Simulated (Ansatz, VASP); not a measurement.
**Ag in VASP and in Ansatz**

```
Ag
1.0
     3.01737    0.00000    0.00000
    -1.50868    2.61312    0.00000
     0.00000    0.00000    4.88102
Ag
2
Direct
  0.33333 0.66667 0.25000
  0.66667 0.33333 0.75000
```

Alike in both runs: task single point; functional revPBE; k mesh 14 × 14 × 8; occupations fermi-dirac, width 0.1 eV; no spin polarisation.

|  | VASP | Ansatz |
| --- | --- | --- |
| version | VASP 6.6.1 | Ansatz 0.2.0 |
| potentials or method | VASP PAW PBE potentials, release 64 (Ag), cutoff 520 eV | plane waves (420 eV) with PAW, scalar-relativistic |
| valence electrons in the cell | 22 | 38 |

```csv
,VASP,Ansatz,Ansatz less VASP
pressure (GPa),-2.8,-2.8,+0.04
"traceless stress, the component that is largest in VASP (GPa)",0.35,0.35,+0.004
```

VASP's potentials were made for PBE, not for revPBE. VASP's potentials hold 22 valence electrons a cell and Ansatz's 38, so a difference there can come from the potentials and not from the codes.
